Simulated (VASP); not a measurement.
# NaMo (P4/mmm) in VASP: notebook

NaMo is run at these levels: PBE; tasks: single point, relaxation of cell and atoms.

Everything below comes from runs of VASP 6.6.1. Logs are shortened: lines on timing, memory, paths and dates and some standing lists are left out, and cuts for length are marked.

**1. The cell of the first run**

The structure is tetragonal, space group P4/mmm (No. 123). The conventional cell has a = 3.047 Å, b = 3.047 Å, c = 3.994 Å, α = 90.00°, β = 90.00°, γ = 90.00°. Within 4.0 Å of Na (site symmetry 4/mmm) lie 8 Mo at 2.94 Å and 6 Na at 3.05 to 3.99 Å. Within 4.0 Å of Mo (site symmetry 4/mmm) lie 8 Na at 2.94 Å and 6 Mo at 3.05 to 3.99 Å.

**2. Single point, PBE**

INCAR reads:

```
SYSTEM = NaMo
ALGO = Fast
EDIFF = 1E-7
ENCUT = 520
GGA = PE
ISIF = 2
ISMEAR = 0
LASPH = .True.
LCHARG = .False.
LREAL = .False.
LWAVE = .False.
NBANDS = 18
NELM = 100
PREC = Accurate
SIGMA = 0.1
```

KPOINTS reads:

```
k-points
0
Gamma
  6 6 4
  0 0 0
```

POSCAR reads:

```
NaMo
1.0
    3.0473915186      0.0000000000      0.0000000000
    0.0000000000      3.0473915186      0.0000000000
    0.0000000000      0.0000000000      3.9942595976
Na Mo
1 1
Direct
    0.5000000000      0.5000000000      0.5000000000
    0.0000000000      0.0000000000      0.0000000000
```

Potentials or basis: VASP PAW PBE potentials, release 64 (Na_pv, Mo_sv).

Launch:

```bash
$ cat potpaw_PBE.64/Na_pv/POTCAR potpaw_PBE.64/Mo_sv/POTCAR > POTCAR
$ mpirun -np 1 vasp_std > vasp.out
```

OUTCAR:

```text
SYSTEM = NaMo
   EDIFF = 1E-7
   ENCUT = 520
   GGA = PE
   ISIF = 2
   ISMEAR = 0
   LASPH = .True.
   LREAL = .False.
   NELM = 100
   PREC = Accurate

 ion  position               nearest neighbor table
   1  0.500  0.500  0.500-   2 2.94   2 2.94   2 2.94   2 2.94   2 2.94   2 2.94   2 2.94   2 2.94

   2  0.000  0.000  0.000-   1 2.94   1 2.94   1 2.94   1 2.94   1 2.94   1 2.94   1 2.94   1 2.94

  LATTYP: Found a simple tetragonal cell.
 ALAT       =     3.0473915186
 C/A-ratio  =     1.3107142857

  Lattice vectors:

 A1 = (   3.0473915186,   0.0000000000,   0.0000000000)
 A2 = (   0.0000000000,   3.0473915186,   0.0000000000)
 A3 = (   0.0000000000,   0.0000000000,   3.9942595976)

Analysis of symmetry for initial positions (statically):
=====================================================================
 Subroutine PRICEL returns:
 Original cell was already a primitive cell.

 Routine SETGRP: Setting up the symmetry group for a
 simple tetragonal supercell.

 Subroutine GETGRP returns: Found 16 space group operations
 (whereof 16 operations were pure point group operations)
 out of a pool of 16 trial point group operations.

The static configuration has the point symmetry D_4h.

Analysis of symmetry for dynamics (positions and initial velocities):
=====================================================================
 Subroutine PRICEL returns:
 Original cell was already a primitive cell.

 Routine SETGRP: Setting up the symmetry group for a
 simple tetragonal supercell.

 Subroutine GETGRP returns: Found 16 space group operations
 (whereof 16 operations were pure point group operations)
 out of a pool of 16 trial point group operations.

The dynamic configuration has the point symmetry D_4h.

 Subroutine INISYM returns: Found 16 space group operations
 (whereof 16 operations are pure point group operations),
 and found     1 'primitive' translations

----------------------------------------------------------------------------------------

                                     Primitive cell

  volume of cell :      37.0931

  direct lattice vectors                    reciprocal lattice vectors
     3.047391519  0.000000000  0.000000000     0.328149499  0.000000000  0.000000000
     0.000000000  3.047391519  0.000000000     0.000000000  0.328149499  0.000000000
     0.000000000  0.000000000  3.994259598     0.000000000  0.000000000  0.250359291

  length of vectors
     3.047391519  3.047391519  3.994259598     0.328149499  0.328149499  0.250359291

  position of ions in fractional coordinates (direct lattice)
     0.500000000  0.500000000  0.500000000
     0.000000000  0.000000000  0.000000000

  ion indices of the primitive-cell ions
   primitive index   ion index
                 1           1
                 2           2

----------------------------------------------------------------------------------------

 KPOINTS: k-points

Automatic generation of k-mesh.
 Grid dimensions read from file:
 generate k-points for:    6    6    4

 Generating k-lattice:

  Cartesian coordinates                     Fractional coordinates (reciprocal lattice)
     0.054691583  0.000000000  0.000000000     0.166666667  0.000000000  0.000000000
     0.000000000  0.054691583  0.000000000     0.000000000  0.166666667  0.000000000
     0.000000000  0.000000000  0.062589823     0.000000000  0.000000000  0.250000000

  Length of vectors
     0.054691583  0.054691583  0.062589823

  Shift w.r.t. Gamma in fractional coordinates (k-lattice)
     0.000000000  0.000000000  0.000000000

 Subroutine IBZKPT returns following result:
 ===========================================

 Found     30 irreducible k-points:

 Following reciprocal coordinates:
            Coordinates               Weight
  0.000000  0.000000  0.000000      1.000000
  0.166667  0.000000  0.000000      4.000000
  0.333333  0.000000  0.000000      4.000000
  0.500000  0.000000  0.000000      2.000000
  0.166667  0.166667  0.000000      4.000000
  0.333333  0.166667  0.000000      8.000000
[... 16 lines left out ...]
  0.333333  0.000000  0.500000      4.000000
  0.500000  0.000000  0.500000      2.000000
 [... further k-points ...]
   k-points           NKPTS =     30   k-points in BZ     NKDIM =     30   number of bands    NBANDS=     18
   number of dos      NEDOS =    301   number of ions     NIONS =      2
   total plane-waves  NPLWV =  17280
   dimension x,y,z NGX =    24 NGY =   24 NGZ =   30
   dimension x,y,z NGXF=    48 NGYF=   48 NGZF=   60
   ions per type =               1   1
   NGX,Y,Z   is equivalent  to a cutoff of  13.09, 13.09, 12.49 a.u.
   NGXF,Y,Z  is equivalent  to a cutoff of  26.19, 26.19, 24.97 a.u.
 SYSTEM =  NaMo
   PREC   = accura    normal or accurate (medium, high low for compatibility)
   ISTART =      0    job   : 0-new  1-cont  2-samecut
   ICHARG =      2    charge: 1-file 2-atom 10-const
   ISPIN  =      1    spin polarized calculation?
   LNONCOLLINEAR =      F non collinear calculations
   LSORBIT =      F    spin-orbit coupling
   LASPH  =      T    aspherical Exc in radial PAW
   ENCUT  =  520.0 eV  38.22 Ry    6.18 a.u.   5.67  5.67  7.43*2*pi/ulx,y,z
   NELM   =    100;   NELMIN=  2; NELMDL= -5     # of ELM steps
   EDIFF  = 0.1E-06   stopping-criterion for ELM
   LREAL  =      F    real-space projection
   EDIFFG = 0.1E-05   stopping-criterion for IOM
   NSW    =      0    number of steps for IOM
   IBRION =     -1    ionic relax: 0-MD 1-quasi-New 2-CG
   NFREE  =      0    steps in history (QN), initial steepest desc. (CG)
   ISIF   =      2    stress and relaxation
   ISYM   =      2    0-nonsym 1-usesym 2-fastsym
   POTIM  = 0.5000    time-step for ionic-motion
   TEBEG  =    0.0;   TEEND  =   0.0 temperature during run
   PSTRESS=    0.0 pullay stress
   NELECT =      21.0000    total number of electrons
   NUPDOWN=      -1.0000    fix difference up-down
   EMIN   =  10.00;   EMAX   =-10.00  energy-range for DOS
   EFERMI =   0.00;   METHOD = LEGACY
   ISMEAR =     0;   SIGMA  =   0.10  broadening in eV -4-tet -1-fermi 0-gaus
   EFERMI_NEDOS =   21; number of points for ismear=-14 and -15
   IALGO  =     68    algorithm
   IMIX   =      4    mixing-type and parameters
     AMIX     =   0.40;   BMIX     =  1.00
     AMIX_MAG =   1.60;   BMIX_MAG =  1.00
  volume/ion in A,a.u.               =      18.55       125.16
  Fermi-wavevector in a.u.,A,eV,Ry     =   1.354307  2.559268 24.955077  1.834146
  Thomas-Fermi vector in A             =   2.481489
   LORBIT       =      0    0 simple, 1 ext, 2 COOP (PROOUT), +10 PAW based schemes
   GGA     = PE    functional components
   LHFCALC =     F    Hartree Fock is set to
   AEXX    =    0.0000 exact exchange contribution
   IVDW    =     0    specifies the selected vdW correction
   LEPSILON=     F    determine dielectric tensor
   LRPA    =     F    only Hartree local field effects (RPA)
 non-spin polarized calculation
 RMM-DIIS sequential band-by-band and
 Gauss-broadening in eV      SIGMA  =   0.10
  energy-cutoff  :      520.00
  volume of cell :       37.09
 maximum number of plane-waves:      1016
 NGX is ok and might be reduce to    24
   NGX = 11   NGY = 11   NGZ = 15

 number of electron      20.9999996 magnetization

 Free energy of the ion-electron system (eV)
  ---------------------------------------------------
  ext. energy  EPLUGINS =         0.00000000
  ---------------------------------------------------
  free energy    TOTEN  =        -8.95536322 eV

  energy without entropy =       -8.94499936  energy(sigma->0) =       -8.95018129

 E-fermi :   5.7223     XC(G=0): -10.6274

 val. band max:        5.6964754073   @ k =   0.3333   0.1667   0.5000
 cond. band min:       5.7512481183   @ k =   0.5000   0.3333   0.2500
 fundamental gap:      0.0547727110
 Fermi energy:         5.7223062898

 k-point     1 :       0.0000    0.0000    0.0000
  band No.  band energies     occupation
      1     -55.0171      2.00000
      2     -29.1066      2.00000
      3     -28.8982      2.00000
      4     -28.8982      2.00000
      5     -17.1574      2.00000
      6     -17.1023      2.00000
[... 10 lines left out ...]
     17      17.0989      0.00000
     18      18.1887      0.00000

 k-point     2 :       0.1667    0.0000    0.0000
  band No.  band energies     occupation
      1     -55.0097      2.00000
      2     -29.0974      2.00000
      3     -28.9839      2.00000
      4     -28.8909      2.00000
      5     -17.1554      2.00000
      6     -17.1438      2.00000
[... 10 lines left out ...]
     17      17.8098      0.00000
     18      19.2141      0.00000

 k-point     3 :       0.3333    0.0000    0.0000
  band No.  band energies     occupation
      1     -54.9949      2.00000
      2     -29.1523      2.00000
      3     -29.0789      2.00000
      4     -28.8763      2.00000
      5     -17.2258      2.00000
      6     -17.1516      2.00000
[... 10 lines left out ...]
     17      19.1013      0.00000
     18      19.1995      0.00000

 k-point     4 :       0.5000    0.0000    0.0000
  band No.  band energies     occupation
      1     -54.9874      2.00000
      2     -29.2350      2.00000
      3     -29.0696      2.00000
      4     -28.8689      2.00000
      5     -17.2662      2.00000
      6     -17.1497      2.00000
[... 10 lines left out ...]
     17      19.5144      0.00000
     18      19.7365      0.00000

 k-point     5 :       0.1667    0.1667    0.0000
  band No.  band energies     occupation
      1     -55.0023      2.00000
      2     -29.0884      2.00000
      3     -28.9781      2.00000
      4     -28.9740      2.00000
      5     -17.1526      2.00000
      6     -17.1437      2.00000
[... 10 lines left out ...]
     17      15.8906      0.00000
     18      21.2968      0.00000

 k-point     6 :       0.3333    0.1667    0.0000
  band No.  band energies     occupation
      1     -54.9876      2.00000
      2     -29.1433      2.00000
      3     -29.0703      2.00000
      4     -28.9602      2.00000
      5     -17.2189      2.00000
      6     -17.1469      2.00000
[... 10 lines left out ...]
     17      16.3466      0.00000
     18      20.0014      0.00000

 k-point     7 :       0.5000    0.1667    0.0000
  band No.  band energies     occupation
      1     -54.9801      2.00000
      2     -29.2255      2.00000
      3     -29.0612      2.00000
      4     -28.9523      2.00000
      5     -17.2579      2.00000
      6     -17.1440      2.00000
[... 10 lines left out ...]
     17      17.2055      0.00000
     18      19.0659      0.00000

 k-point     8 :       0.3333    0.3333    0.0000
  band No.  band energies     occupation
      1     -54.9729      2.00000
      2     -29.1273      2.00000
      3     -29.1234      2.00000
      4     -29.0530      2.00000
      5     -17.2089      2.00000
      6     -17.2007      2.00000
[... 10 lines left out ...]
     17      16.1195      0.00000
     18      19.1209      0.00000
[... 229 lines left out ...]
     17      15.6894      0.00000
     18      16.6111      0.00000

 k-point    20 :       0.5000    0.5000    0.2500
  band No.  band energies     occupation
      1     -54.9579      2.00000
      2     -29.1956      2.00000
      3     -29.1956      2.00000
      4     -29.0438      2.00000
      5     -17.2369      2.00000
      6     -17.2369      2.00000
[... 10 lines left out ...]
     17      16.7584      0.00000
     18      16.7668      0.00000

 k-point    21 :       0.0000    0.0000    0.5000
  band No.  band energies     occupation
      1     -55.0166      2.00000
      2     -29.1221      2.00000
      3     -28.8968      2.00000
      4     -28.8968      2.00000
      5     -17.1850      2.00000
      6     -17.1047      2.00000
[... 10 lines left out ...]
     17      18.4982      0.00000
     18      18.4982      0.00000

 k-point    22 :       0.1667    0.0000    0.5000
  band No.  band energies     occupation
      1     -55.0092      2.00000
      2     -29.1137      2.00000
      3     -28.9831      2.00000
      4     -28.8896      2.00000
      5     -17.1764      2.00000
      6     -17.1422      2.00000
[... 10 lines left out ...]
     17      18.0969      0.00000
     18      19.6552      0.00000

 k-point    23 :       0.3333    0.0000    0.5000
  band No.  band energies     occupation
      1     -54.9943      2.00000
      2     -29.1525      2.00000
      3     -29.0969      2.00000
      4     -28.8752      2.00000
      5     -17.2164      2.00000
      6     -17.1596      2.00000
[... 10 lines left out ...]
     17      19.1119      0.00000
     18      21.2339      0.00000

 k-point    24 :       0.5000    0.0000    0.5000
  band No.  band energies     occupation
      1     -54.9868      2.00000
      2     -29.2357      2.00000
      3     -29.0884      2.00000
      4     -28.8680      2.00000
      5     -17.2531      2.00000
      6     -17.1513      2.00000
[... 10 lines left out ...]
     17      20.1285      0.00000
     18      20.4578      0.00000

 [... further k-points ...]

------------------------ aborting loop because EDIFF is reached ----------------------------------------

  FORCE on cell =-STRESS in cart. coord.  units (eV):
  Direction    XX          YY          ZZ          XY          YZ          ZX
  --------------------------------------------------------------------------------------
  -------------------------------------------------------------------------------------
  Total       -2.0861004     -2.0861004      3.0479434      0.0000000     -0.0000000      0.0000000
  in kB      -90.1058519    -90.1058519    131.6511590      0.0000000     -0.0000000      0.0000000
  external PRESSURE =     -16.1868482 kB  Pullay stress =       0.0000000 kB

 VOLUME and BASIS-vectors are now :
 -----------------------------------------------------------------------------
  energy-cutoff  :      520.00
  volume of cell :       37.09
      direct lattice vectors                 reciprocal lattice vectors
     3.047391519  0.000000000  0.000000000     0.328149499  0.000000000  0.000000000
     0.000000000  3.047391519  0.000000000     0.000000000  0.328149499  0.000000000
     0.000000000  0.000000000  3.994259598     0.000000000  0.000000000  0.250359291

 POSITION                                       TOTAL-FORCE (eV/Angst)
 -----------------------------------------------------------------------------------
      1.52370      1.52370      1.99713         0.000000      0.000000      0.000000
      0.00000      0.00000      0.00000         0.000000      0.000000      0.000000
 -----------------------------------------------------------------------------------
    total drift:                                0.000000      0.000000     -0.000000

  FREE ENERGIE OF THE ION-ELECTRON SYSTEM (eV)
  ---------------------------------------------------
  free  energy   TOTEN  =        -8.9553632216 eV

  energy  without entropy=       -8.9449993578  energy(sigma->0) =       -8.95018129
```

It took 34 s on 1 thread of Oxide Virtual Turin-like, shared host; peak memory 0.12 GiB.

What came out:

* Free energy: -8.9554 eV
* Pressure: -1.6 GPa
* Band gap on the k mesh: zero (an odd number of electrons rules out a gap without spin polarisation)

Stress tensor (GPa, compression positive):
```
-9.01  0.00  0.00
 0.00 -9.01  0.00
 0.00  0.00 13.17
```

Levels at points of the mesh, in eV from the Fermi level:
| k point | band 8 | band 9 | band 10 | band 11 | band 12 | band 13 |
| --- | --- | --- | --- | --- | --- | --- |
| (0.00, 0.00, 0.00) | -5.07 | -2.13 | -2.03 | 1.15 | 1.15 | 2.08 |
| (0.50, 0.00, 0.00) | -2.40 | -1.19 | -1.12 | -0.11 | 0.53 | 1.42 |
| (0.50, 0.50, 0.00) | -2.70 | -0.76 | -0.76 | -0.65 | 3.28 | 3.33 |
| (0.00, 0.00, 0.50) | -3.62 | -2.01 | -1.56 | 0.78 | 0.93 | 0.93 |
| (0.50, 0.00, 0.50) | -2.30 | -1.97 | 0.51 | 1.10 | 1.15 | 1.53 |
| (0.50, 0.50, 0.50) | -2.42 | -1.36 | -1.36 | 1.42 | 3.28 | 4.71 |

Caveat: the k points lie up to 0.39 Å⁻¹ apart, too coarse for converged energies and pressures of a metal.

(Continued in part 2 of 2.)
